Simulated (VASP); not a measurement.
Write the native input for VASP 6.6.1 that does the following.

| Property | Result |
| --- | --- |
| Task | single point |
| Functional | RPBE |
| Potentials or basis | VASP PAW PBE potentials, release 64 (Re) |
| Cutoff | 520 eV |
| k mesh | 16 × 16 × 8 |
| Occupations | fermi-dirac, width 0.1 eV |
| Spin | no spin polarisation |
| Dipole correction | no |
| Further INCAR settings | ALGO = Normal; EDIFF = 1e-06; NBANDS = 14 |

The structure of Re lies in POSCAR:

```
Re
1.0
   -1.8728717959      1.5388279936      1.3727851037
    1.5388279936     -1.8728717959      1.3727851037
    3.4685093557      3.4685093557     -1.9845869393
Re
2
Direct
    0.9583635481      0.0416364519      1.0000000000
    0.7916364519      0.2083635481      0.5000000000
```

One way to write it, as run:

INCAR

```
SYSTEM = Re
PREC = Accurate
ENCUT = 520
EDIFF = 1E-6
ISMEAR = -1
SIGMA = 0.1
LREAL = .False.
LASPH = .True.
NELM = 100
ALGO = Normal
ISIF = 2
LWAVE = .False.
LCHARG = .False.
GGA = RP
NBANDS = 14
```

KPOINTS

```
Automatic mesh
0
Gamma
  16 16 8
  0 0 0
```

Potentials or basis: VASP PAW PBE potentials, release 64 (Re).

Launch:

```bash
$ cat potpaw_PBE.64/Re/POTCAR > POTCAR
$ mpirun -np 1 vasp_std > vasp.out
```

It gave:

```
Pressure               : -0.7 GPa
Band gap on the k mesh : zero (bands 7 and 8 overlap by 3.14 eV)
```

Caveat: the PAW data sets were made with another functional, which shifts forces and pressure a little; spin-orbit coupling is left out, which moves the levels of the heavy elements.

It took 7.2 min on 1 thread of Intel Xeon 8259CL, with other jobs on the host, peak memory 0.3 GiB.
